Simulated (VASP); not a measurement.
# Si3IrRu (P6mm) in VASP: single point with PBE

Aim: the single point of Si3IrRu with PBE.

All numbers are computed with VASP 6.6.1; they aren't measurements. Logs are shortened: lines on timing, memory, paths and dates and some standing lists are left out, and cuts for length are marked.

**1. The cell of the first run**

The structure is hexagonal, space group P6mm (No. 183). Conventional cell: a = 4.595 Å, b = 4.595 Å, c = 5.015 Å, α = 90.00°, β = 90.00°, γ = 120.00°. Within 3.0 Å of Si (site symmetry 2mm) lie 4 Si at 2.30 Å and 2 Ru at 2.63 Å and 2 Ir at 2.66 Å. Within 3.2 Å of Ru (site symmetry 6mm) lie 2 Ir at 2.39 to 2.63 Å and 6 Si at 2.63 Å. Within 3.2 Å of Ir (site symmetry 6mm) lie 2 Ru at 2.39 to 2.63 Å and 6 Si at 2.66 Å.

**2. Single point, PBE**

INCAR

```
SYSTEM = Si3IrRu
PREC = Accurate ; ENCUT = 500
EDIFF = 1E-6 ; ISMEAR = 0
SIGMA = 0.2 ; LREAL = .FALSE.
LASPH = .TRUE. ; NELM = 120
ALGO = Normal ; ISIF = 2
LWAVE = .FALSE. ; LCHARG = .FALSE.
GGA = PE ; NBANDS = 26
GGA_COMPAT = .FALSE.
```

KPOINTS

```
Automatic mesh
0
G
  5 5 4
  0 0 0
```

POSCAR

```
Si3IrRu
1.0
    4.5945665105      0.0000000000      0.0000000000
   -2.2972832552      3.9790113175      0.0000000000
    0.0000000000      0.0000000000      5.0154186482
Si Ru Ir
3 1 1
Direct
    0.5000000000      0.0000000000      0.1451852038
    0.0000000000      0.5000000000      0.1451852038
    0.5000000000      0.5000000000      0.1451852038
    0.0000000000      0.0000000000      0.4009631195
    0.0000000000      0.0000000000      0.8770863991
```

Potentials or basis: VASP PAW PBE potentials, release 64 (Si, Ru_pv, Ir).

Command:

```console
cat potpaw_PBE.64/Si/POTCAR potpaw_PBE.64/Ru_pv/POTCAR potpaw_PBE.64/Ir/POTCAR > POTCAR
mpirun -np 1 vasp_std > vasp.out
```

OUTCAR:

```text
SYSTEM = Si3IrRu
   PREC = Accurate
   ENCUT = 500
   EDIFF = 1E-6
   ISMEAR = 0
   LREAL = .FALSE.
   LASPH = .TRUE.
   NELM = 120
   ISIF = 2
   GGA = PE

 ion  position               nearest neighbor table
   1  0.500  0.000  0.145-   3 2.30   3 2.30   2 2.30   2 2.30   4 2.63   4 2.63   5 2.66   5 2.66

   2  0.000  0.500  0.145-   3 2.30   3 2.30   1 2.30   1 2.30   4 2.63   4 2.63   5 2.66   5 2.66

   3  0.500  0.500  0.145-   2 2.30   2 2.30   1 2.30   1 2.30   4 2.63   4 2.63   5 2.66   5 2.66

   4  0.000  0.000  0.401-   5 2.39   5 2.63   1 2.63   1 2.63   2 2.63   2 2.63   3 2.63   3 2.63

   5  0.000  0.000  0.877-   4 2.39   4 2.63   1 2.66   1 2.66   2 2.66   2 2.66   3 2.66   3 2.66

  LATTYP: Found a hexagonal cell.
 ALAT       =     4.5945665105
 C/A-ratio  =     1.0915977899

  Lattice vectors:

 A1 = (   4.5945665105,   0.0000000000,   0.0000000000)
 A2 = (  -2.2972832552,   3.9790113175,   0.0000000000)
 A3 = (   0.0000000000,   0.0000000000,   5.0154186482)

Analysis of symmetry for initial positions (statically):
=====================================================================
 Subroutine PRICEL returns:
 Original cell was already a primitive cell.

 Routine SETGRP: Setting up the symmetry group for a
 hexagonal supercell.

 Subroutine GETGRP returns: Found 12 space group operations
 (whereof 12 operations were pure point group operations)
 out of a pool of 24 trial point group operations.

The static configuration has the point symmetry C_6v.

Analysis of symmetry for dynamics (positions and initial velocities):
=====================================================================
 Subroutine PRICEL returns:
 Original cell was already a primitive cell.

 Routine SETGRP: Setting up the symmetry group for a
 hexagonal supercell.

 Subroutine GETGRP returns: Found 12 space group operations
 (whereof 12 operations were pure point group operations)
 out of a pool of 24 trial point group operations.

The dynamic configuration has the point symmetry C_6v.

 Subroutine INISYM returns: Found 12 space group operations
 (whereof 12 operations are pure point group operations),
 and found     1 'primitive' translations

----------------------------------------------------------------------------------------

                                     Primitive cell

  volume of cell :      91.6910

  direct lattice vectors                    reciprocal lattice vectors
     4.594566510  0.000000000  0.000000000     0.217648389  0.125659356  0.000000000
    -2.297283255  3.979011317  0.000000000     0.000000000  0.251318712  0.000000000
     0.000000000  0.000000000  5.015418648     0.000000000  0.000000000  0.199385150

  length of vectors
     4.594566510  4.594566511  5.015418648     0.251318712  0.251318712  0.199385150

  position of ions in fractional coordinates (direct lattice)
     0.500000000  0.000000000  0.145185204
     1.000000000  0.500000000  0.145185204
     0.500000000  0.500000000  0.145185204
     0.000000000  0.000000000  0.400963119
     0.000000000  0.000000000  0.877086399

  ion indices of the primitive-cell ions
   primitive index   ion index
                 1           1
                 2           2
                 3           3
                 4           4
                 5           5

----------------------------------------------------------------------------------------

 KPOINTS: Automatic mesh

Automatic generation of k-mesh.
 Grid dimensions read from file:
 generate k-points for:    5    5    4

 Generating k-lattice:

  Cartesian coordinates                     Fractional coordinates (reciprocal lattice)
     0.043529678  0.025131871  0.000000000     0.200000000 -0.000000000  0.000000000
     0.000000000  0.050263742  0.000000000     0.000000000  0.200000000  0.000000000
     0.000000000  0.000000000  0.049846288     0.000000000  0.000000000  0.250000000

  Length of vectors
     0.050263742  0.050263742  0.049846288

  Shift w.r.t. Gamma in fractional coordinates (k-lattice)
     0.000000000  0.000000000  0.000000000

 Subroutine IBZKPT returns following result:
 ===========================================

 Found     15 irreducible k-points:

 Following reciprocal coordinates:
            Coordinates               Weight
  0.000000  0.000000  0.000000      1.000000
  0.200000 -0.000000  0.000000      6.000000
  0.400000 -0.000000  0.000000      6.000000
  0.200000  0.200000  0.000000      6.000000
  0.400000  0.200000  0.000000      6.000000
  0.000000  0.000000  0.250000      2.000000
  0.200000 -0.000000  0.250000     12.000000
  0.400000 -0.000000  0.250000     12.000000
  0.200000  0.200000  0.250000     12.000000
  0.400000  0.200000  0.250000     12.000000
  0.000000  0.000000  0.500000      1.000000
  0.200000 -0.000000  0.500000      6.000000
  0.400000 -0.000000  0.500000      6.000000
  0.200000  0.200000  0.500000      6.000000
  0.400000  0.200000  0.500000      6.000000
   k-points           NKPTS =     15   k-points in BZ     NKDIM =     15   number of bands    NBANDS=     26
   number of dos      NEDOS =    301   number of ions     NIONS =      5
   total plane-waves  NPLWV =  51840
   dimension x,y,z NGX =    36 NGY =   36 NGZ =   40
   dimension x,y,z NGXF=    72 NGYF=   72 NGZF=   80
   ions per type =               3   1   1
   NGX,Y,Z   is equivalent  to a cutoff of  13.03, 13.03, 13.26 a.u.
   NGXF,Y,Z  is equivalent  to a cutoff of  26.05, 26.05, 26.52 a.u.
 SYSTEM =  Si3IrRu
   PREC   = accura    normal or accurate (medium, high low for compatibility)
   ISTART =      0    job   : 0-new  1-cont  2-samecut
   ICHARG =      2    charge: 1-file 2-atom 10-const
   ISPIN  =      1    spin polarized calculation?
   LNONCOLLINEAR =      F non collinear calculations
   LSORBIT =      F    spin-orbit coupling
   LASPH  =      T    aspherical Exc in radial PAW
   ENCUT  =  500.0 eV  36.75 Ry    6.06 a.u.   8.38  8.38  9.14*2*pi/ulx,y,z
   NELM   =    120;   NELMIN=  2; NELMDL= -5     # of ELM steps
   EDIFF  = 0.1E-05   stopping-criterion for ELM
   LREAL  =      F    real-space projection
   EDIFFG = 0.1E-04   stopping-criterion for IOM
   NSW    =      0    number of steps for IOM
   IBRION =     -1    ionic relax: 0-MD 1-quasi-New 2-CG
   NFREE  =      0    steps in history (QN), initial steepest desc. (CG)
   ISIF   =      2    stress and relaxation
   ISYM   =      2    0-nonsym 1-usesym 2-fastsym
   POTIM  = 0.5000    time-step for ionic-motion
   TEBEG  =    0.0;   TEEND  =   0.0 temperature during run
   PSTRESS=    0.0 pullay stress
   NELECT =      35.0000    total number of electrons
   NUPDOWN=      -1.0000    fix difference up-down
   EMIN   =  10.00;   EMAX   =-10.00  energy-range for DOS
   EFERMI =   0.00;   METHOD = LEGACY
   ISMEAR =     0;   SIGMA  =   0.20  broadening in eV -4-tet -1-fermi 0-gaus
   EFERMI_NEDOS =   21; number of points for ismear=-14 and -15
   IALGO  =     38    algorithm
   IMIX   =      4    mixing-type and parameters
     AMIX     =   0.40;   BMIX     =  1.00
     AMIX_MAG =   1.60;   BMIX_MAG =  1.00
  volume/ion in A,a.u.               =      18.34       123.75
  Fermi-wavevector in a.u.,A,eV,Ry     =   1.187559  2.244161 19.188248  1.410296
  Thomas-Fermi vector in A             =   2.323708
   LORBIT       =      0    0 simple, 1 ext, 2 COOP (PROOUT), +10 PAW based schemes
   GGA     = PE    functional components
   LHFCALC =     F    Hartree Fock is set to
   AEXX    =    0.0000 exact exchange contribution
   IVDW    =     0    specifies the selected vdW correction
   LEPSILON=     F    determine dielectric tensor
   LRPA    =     F    only Hartree local field effects (RPA)
 non-spin polarized calculation
 Gauss-broadening in eV      SIGMA  =   0.20
  energy-cutoff  :      500.00
  volume of cell :       91.69
 maximum number of plane-waves:      2358
 NGX is ok and might be reduce to    36
   NGX = 17   NGY = 17   NGZ = 19

 number of electron      34.9999998 magnetization

 Free energy of the ion-electron system (eV)
  ---------------------------------------------------
  ext. energy  EPLUGINS =         0.00000000
  ---------------------------------------------------
  free energy    TOTEN  =       -31.40236029 eV

  energy without entropy =      -31.34073147  energy(sigma->0) =      -31.37154588

 E-fermi :   6.9126     XC(G=0): -10.5238

 val. band max:        6.8176243480   @ k =   0.2000  -0.0000   0.0000
 cond. band min:       6.9275092930   @ k =   0.2000  -0.0000   0.0000
 fundamental gap:      0.1098849450
 Fermi energy:         6.9126408584

 k-point     1 :       0.0000    0.0000    0.0000
  band No.  band energies     occupation
      1     -35.7297      2.00000
      2     -35.5592      2.00000
      3     -35.5592      2.00000
      4      -6.3929      2.00000
      5       0.4116      2.00000
      6       0.7090      2.00000
[... 18 lines left out ...]
     25      12.5001      0.00000
     26      13.2423      0.00000

 k-point     2 :       0.2000   -0.0000    0.0000
  band No.  band energies     occupation
      1     -35.7296      2.00000
      2     -35.5598      2.00000
      3     -35.5594      2.00000
      4      -6.0605      2.00000
      5      -1.4330      2.00000
      6       0.1242      2.00000
[... 18 lines left out ...]
     25      12.7019      0.00000
     26      13.9584      0.00000

 k-point     3 :       0.4000   -0.0000    0.0000
  band No.  band energies     occupation
      1     -35.7294      2.00000
      2     -35.5607      2.00000
      3     -35.5596      2.00000
      4      -5.1501      2.00000
      5      -3.3071      2.00000
      6      -0.2925      2.00000
[... 18 lines left out ...]
     25      11.9750      0.00000
     26      12.9644      0.00000

 k-point     4 :       0.2000    0.2000    0.0000
  band No.  band energies     occupation
      1     -35.7295      2.00000
      2     -35.5604      2.00000
      3     -35.5597      2.00000
      4      -5.4276      2.00000
      5      -2.6710      2.00000
      6      -1.1497      2.00000
[... 18 lines left out ...]
     25      12.4496      0.00000
     26      13.5558      0.00000

 k-point     5 :       0.4000    0.2000    0.0000
  band No.  band energies     occupation
      1     -35.7294      2.00000
      2     -35.5607      2.00000
      3     -35.5600      2.00000
      4      -4.5454      2.00000
      5      -3.8112      2.00000
      6      -1.6243      2.00000
[... 18 lines left out ...]
     25      11.7877      0.00000
     26      13.1307      0.00000

 k-point     6 :       0.0000    0.0000    0.2500
  band No.  band energies     occupation
      1     -35.7403      2.00000
      2     -35.5594      2.00000
      3     -35.5594      2.00000
      4      -6.3320      2.00000
      5       0.4236      2.00000
      6       0.8952      2.00000
[... 166 lines left out ...]
 k-point    12 :       0.2000   -0.0000    0.5000
  band No.  band energies     occupation
      1     -35.7508      2.00000
      2     -35.5602      2.00000
      3     -35.5598      2.00000
      4      -5.9474      2.00000
      5      -1.3348      2.00000
      6       0.3702      2.00000
[... 18 lines left out ...]
     25      12.1433      0.00000
     26      14.0657      0.00000

 k-point    13 :       0.4000   -0.0000    0.5000
  band No.  band energies     occupation
      1     -35.7507      2.00000
      2     -35.5611      2.00000
      3     -35.5601      2.00000
      4      -5.0735      2.00000
      5      -3.1818      2.00000
      6      -0.0939      2.00000
[... 18 lines left out ...]
     25      12.9011      0.00000
     26      13.5730      0.00000

 k-point    14 :       0.2000    0.2000    0.5000
  band No.  band energies     occupation
      1     -35.7507      2.00000
      2     -35.5608      2.00000
      3     -35.5601      2.00000
      4      -5.3350      2.00000
      5      -2.6055      2.00000
      6      -0.7788      2.00000
[... 18 lines left out ...]
     25      12.7410      0.00000
     26      12.8874      0.00000

 k-point    15 :       0.4000    0.2000    0.5000
  band No.  band energies     occupation
      1     -35.7506      2.00000
      2     -35.5611      2.00000
      3     -35.5604      2.00000
      4      -4.4994      2.00000
      5      -3.7161      2.00000
      6      -1.2481      2.00000
[... 18 lines left out ...]
     25      14.1050      0.00000
     26      14.2923      0.00000

------------------------ aborting loop because EDIFF is reached ----------------------------------------

  FORCE on cell =-STRESS in cart. coord.  units (eV):
  Direction    XX          YY          ZZ          XY          YZ          ZX
  --------------------------------------------------------------------------------------
  -------------------------------------------------------------------------------------
  Total       -0.0045079     -0.0045079      0.0984255     -0.0000000      0.0000000     -0.0000000
  in kB       -0.0787697     -0.0787697      1.7198531     -0.0000000      0.0000000     -0.0000000
  external PRESSURE =       0.5207712 kB  Pullay stress =       0.0000000 kB

 VOLUME and BASIS-vectors are now :
 -----------------------------------------------------------------------------
  energy-cutoff  :      500.00
  volume of cell :       91.69
      direct lattice vectors                 reciprocal lattice vectors
     4.594566510  0.000000000  0.000000000     0.217648389  0.125659356  0.000000000
    -2.297283255  3.979011317  0.000000000     0.000000000  0.251318712  0.000000000
     0.000000000  0.000000000  5.015418648     0.000000000  0.000000000  0.199385150

 POSITION                                       TOTAL-FORCE (eV/Angst)
 -----------------------------------------------------------------------------------
      2.29728      0.00000      0.72816        -0.000000     -0.000000      0.004442
     -1.14864      1.98951      0.72816         0.000000      0.000000      0.004442
      1.14864      1.98951      0.72816        -0.000000     -0.000000      0.004442
      0.00000      0.00000      2.01100        -0.000000      0.000000      0.008653
      0.00000      0.00000      4.39896         0.000000      0.000000     -0.021980
 -----------------------------------------------------------------------------------
    total drift:                                0.000000      0.000000      0.000179

  FREE ENERGIE OF THE ION-ELECTRON SYSTEM (eV)
  ---------------------------------------------------
  free  energy   TOTEN  =       -31.4023602870 eV

  energy  without entropy=      -31.3407314746  energy(sigma->0) =      -31.37154588
```

Run time: 44 s. Hardware: 1 thread of Intel Xeon 6975P-C (Granite Rapids), shared host; peak memory 0.23 GiB.

What came out:

- Free energy: -31.4024 eV
- Pressure: 0.1 GPa
- Largest force: 0.022 eV/Å

Forces on the atoms (eV/Å):
```
Si   0.000  0.000  0.004
Si   0.000  0.000  0.004
Si   0.000  0.000  0.004
Ru   0.000  0.000  0.009
Ir   0.000  0.000 -0.022
```

Levels at points of the mesh, in eV from the Fermi level:
| k point | band 15 | band 16 | band 17 | band 18 | band 19 | band 20 |
| --- | --- | --- | --- | --- | --- | --- |
| (0.00, 0.00, 0.00) | -0.82 | -0.82 | 0.08 | 0.08 | 0.89 | 0.89 |
| (0.00, 0.00, 0.50) | -2.41 | -2.30 | 0.75 | 1.26 | 1.26 | 1.94 |

Caveat: spin-orbit coupling is left out, which moves the levels of the heavy elements.
